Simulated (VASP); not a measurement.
Set up this calculation in VASP 6.6.1, as the native input.

```
Task                   : single point
Functional             : PBE
Potentials or basis    : VASP PAW PBE potentials, release 64 (Zn, S)
Cutoff                 : 520 eV
k mesh                 : 15 × 15 × 15
Occupations            : fermi-dirac, width 0.1 eV
Spin                   : no spin polarisation
Dipole correction      : no
Further INCAR settings : ALGO = Normal; EDIFF = 1e-06; NBANDS = 16
```

The structure of ZnS (CsCl type) lies in POSCAR:

```
ZnS
1.0
    2.6197480954      0.0000000000      0.0000000000
    0.0000000000      2.6197480954      0.0000000000
    0.0000000000      0.0000000000      2.6197480954
Zn S
1 1
Direct
    0.0000000000      0.0000000000      0.0000000000
    0.5000000000      0.5000000000      0.5000000000
```

This cell differs from its parent crystal: volume scaled by 0.55.

These files were run (other wordings do the same):

INCAR

```
PREC     = Accurate       # precision mode
ENCUT    = 520            # plane-wave cutoff, eV
EDIFF    = 1E-6           # SCF threshold, eV
ISMEAR   = -1             # smearing method
SIGMA    = 0.1            # smearing width, eV
LREAL    = F              # projectors in reciprocal space
LASPH    = T              # aspherical terms in the spheres
NELM     = 80             # most SCF steps
ALGO     = Normal         # electronic algorithm
ISIF     = 2              # what is computed and relaxed
LWAVE    = F              # write WAVECAR
LCHARG   = T              # write CHGCAR
GGA      = PE             # functional
LELF     = T              # ELF
LVHAR    = T            
NBANDS   = 16             # bands
```

KPOINTS

```
Automatic mesh
0
Gamma
  15 15 15
```

Potentials or basis: VASP PAW PBE potentials, release 64 (Zn, S).

Run with:

```console
$ cat potpaw_PBE.64/Zn/POTCAR potpaw_PBE.64/S/POTCAR > POTCAR
$ mpirun -np 1 vasp_std > vasp.out
```

Results of the run:

| Quantity | Value |
| --- | --- |
| Pressure | 169.9 GPa |
| Band gap on the k mesh | zero (band 9 reaches 13.98 eV, above the bottom of band 10 at 10.73 eV) |

Run time: 11 s on 1 thread of Intel(R) Xeon(R) 6975P-C (Granite Rapids) (shared host), peak memory 0.14 GiB.
